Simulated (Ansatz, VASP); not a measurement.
# Sn3GeP: VASP beside Ansatz

INCAR

```
PREC     = Accurate       # precision mode
ENCUT    = 600            # plane-wave cutoff, eV
EDIFF    = 1E-6           # SCF threshold, eV
ISMEAR   = 0              # smearing method
SIGMA    = 0.2            # smearing width, eV
LREAL    = False          # projectors in reciprocal space
LASPH    = True           # aspherical terms in the spheres
NELM     = 80             # most SCF steps
ALGO     = Normal         # electronic algorithm
ISIF     = 3              # what is computed and relaxed
LWAVE    = False          # write WAVECAR
LCHARG   = False          # write CHGCAR
GGA      = PE             # functional
IBRION   = 2              # ionic algorithm
NSW      = 36             # ionic steps
EDIFFG   = -0.08          # ionic threshold
```

The input KPOINTS:

```
regular mesh
0
Gamma
  4 4 2
```

The input POSCAR:

```
Sn3GeP
1.0
    4.1512476600      0.0000000000      0.0000000000
    0.0000000000      4.1512476600      0.0000000000
    0.0000000000      0.0000000000      7.5981791400
Sn Ge P
3 1 1
Direct
    0.5000000000      0.5000000000      0.7592683800
    0.5000000000      0.5000000000      0.2407316200
    0.0000000000      0.0000000000      0.0000000000
    0.0000000000      0.0000000000      0.5000000000
    0.5000000000      0.5000000000      0.5000000000
```

Input for Ansatz:

```yaml
crystal:
  lattice:
    - [4.15124766, 0.0, 0.0]
    - [0.0, 4.15124766, 0.0]
    - [0.0, 0.0, 7.59817914]
  atoms:
    - { symbol: Sn, position: [0.5, 0.5, 0.75926838] }
    - { symbol: Sn, position: [0.5, 0.5, 0.24073162] }
    - { symbol: Sn, position: [0.0, 0.0, 0.0] }
    - { symbol: Ge, position: [0.0, 0.0, 0.5] }
    - { symbol: P, position: [0.5, 0.5, 0.5] }
basis:
  ecutwfc: 420
kpoints:
  mp_grid: { grid: [4, 4, 2] }
hamiltonian:
  xc: pbe
scf:
  occupations: { method: gaussian, width: 0.2 }
  lower_state_search: "off"
output:
  forces: true
  stress: true
  eigenvalues: true
relax:
  adjacent_minimum: "off"
  f_tol: 0.08
  max_steps: 16
  cell: { stress_tol: 0.8 }
```

Alike in both runs: task relaxation of cell and atoms; functional PBE; k mesh 4 × 4 × 2; occupations gaussian, width 0.2 eV; no spin polarisation.

|  | VASP | Ansatz |
| --- | --- | --- |
| version | VASP 6.6.1 | Ansatz 0.2.0 |
| potentials or method | VASP PAW PBE potentials, release 64 (Sn_d, Ge_d, P), cutoff 600 eV | scalar-relativistic, plane waves, PAW |
| valence electrons in the cell | 61 | 61 |

```csv
,VASP,Ansatz,Ansatz less VASP
"gap on the k mesh at the Fermi level, each at its own relaxed structure (eV)",none,none,-
relaxed volume (Å³/atom),25.73,25.60,-0.122
relaxed length of the cell vector where the two differ most in proportion (Å),9.011,8.973,-0.0381
```

A gap of «none» marks a metal or a gap that the smearing closes.

The k mesh is coarse, so the values compare programs but aren't converged.
